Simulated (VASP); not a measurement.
# H: single point with r2SCAN

Crystal: H.

```
H
1.0
     1.64853   -2.73169    0.00000
     1.64853    2.73169    0.00000
     0.00000    0.00000    6.31377
H
4
Cartesian
  1.6485 -0.3705 6.3107
  1.6485 0.3705 0.0031
  1.6485 0.3705 3.1538
  1.6485 -0.3705 3.1599
```

```json
{
  "Program": "VASP 6.6.1",
  "Task": "single point",
  "Functional": "r2SCAN",
  "Potentials or basis": "VASP PAW PBE potentials, release 64 (H)",
  "Cutoff": "520 eV",
  "k mesh": "12 × 12 × 6",
  "Occupations": "gaussian, width 0.02 eV",
  "Spin": "no spin polarisation",
  "Dipole correction": "no",
  "Further INCAR settings": "ALGO = Normal; EDIFF = 1e-07; NBANDS = 10"
}
```

```
Pressure               : 0.1 GPa
Largest force          : 0.010 eV/Å
Band gap on the k mesh : 9.08 eV
```

Forces on the atoms (eV/Å):
```
H    0.000 -0.010  0.000
H    0.000  0.010  0.000
H    0.000  0.010  0.000
H    0.000 -0.010  0.000
```

Levels at points of the mesh, in eV from the valence-band top:
| k point | band 1 | band 2 | band 3 | band 4 | band 5 |
| --- | --- | --- | --- | --- | --- |
| (0.00, 0.00, 0.00) | -1.89 | -1.20 | 10.17 | 13.40 | 17.60 |
| (0.50, 0.00, 0.00) | -0.75 | -0.27 | 10.07 | 12.37 | 14.18 |
| (0.50, 0.50, 0.00) | -0.47 | -0.01 | 9.08 | 11.00 | 14.70 |
| (0.00, 0.00, 0.50) | -1.56 | -1.56 | 11.70 | 11.70 | 17.98 |
| (0.50, 0.00, 0.50) | -0.52 | -0.52 | 10.90 | 10.90 | 15.73 |
| (0.50, 0.50, 0.50) | -0.25 | -0.25 | 9.83 | 9.83 | 15.96 |

Wall time 13 min on 1 thread of AMD EPYC 7R13, on a shared host, peak memory 0.18 GiB.

Caveat: the PAW data sets were made with another functional, which shifts forces and pressure a little. A k mesh can miss the band edges.
